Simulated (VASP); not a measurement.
Write the native input for VASP 6.6.1 that does the following.

```yaml
Task: single point
Functional: RPBE
Potentials_or_basis: VASP PAW PBE potentials, release 64 (Sn_d, Te)
Cutoff: 520 eV
k_mesh: 5 × 5 × 5
Occupations: fermi-dirac, width 0.05 eV
Spin: no spin polarisation
Dipole_correction: no
Further_INCAR_settings: ALGO = Normal; EDIFF = 1e-06; NBANDS = 17
```

The structure of SnTe lies in POSCAR:

```
SnTe
1.0
    0.0000000000      3.2423037014      3.2423037014
    3.2423037014      0.0000000000      3.2423037014
    3.2423037014      3.2423037014      0.0000000000
Sn Te
1 1
Direct
    0.0000000000      0.0000000000      0.0000000000
    0.5000000000      0.5000000000      0.5000000000
```

The input as run:

INCAR

```
SYSTEM = SnTe
PREC = Accurate
ENCUT = 520
EDIFF = 1E-6
ISMEAR = -1
SIGMA = 0.05
LREAL = .FALSE.
LASPH = .TRUE.
NELM = 60
ALGO = Normal
ISIF = 2
LWAVE = .FALSE.
LCHARG = .TRUE.
GGA = RP
LELF = .TRUE.
LVHAR = .TRUE.
NBANDS = 17
```

KPOINTS

```
Automatic mesh
0
G
  5 5 5
  0 0 0
```

Potentials or basis: VASP PAW PBE potentials, release 64 (Sn_d, Te).

The run is started by

```bash
$ cat potpaw_PBE.64/Sn_d/POTCAR potpaw_PBE.64/Te/POTCAR > POTCAR
$ mpirun -np 1 vasp_std > vasp.out
```

It gave:

| Property | Result |
| --- | --- |
| Pressure | -0.1 GPa |

Caveat: the PAW data sets were made with another functional, which shifts forces and pressure a little.

It took 13 s on 1 thread of AMD EPYC 7R43 64-Core Processor (Zen 3) (shared host), peak memory 0.17 GiB.
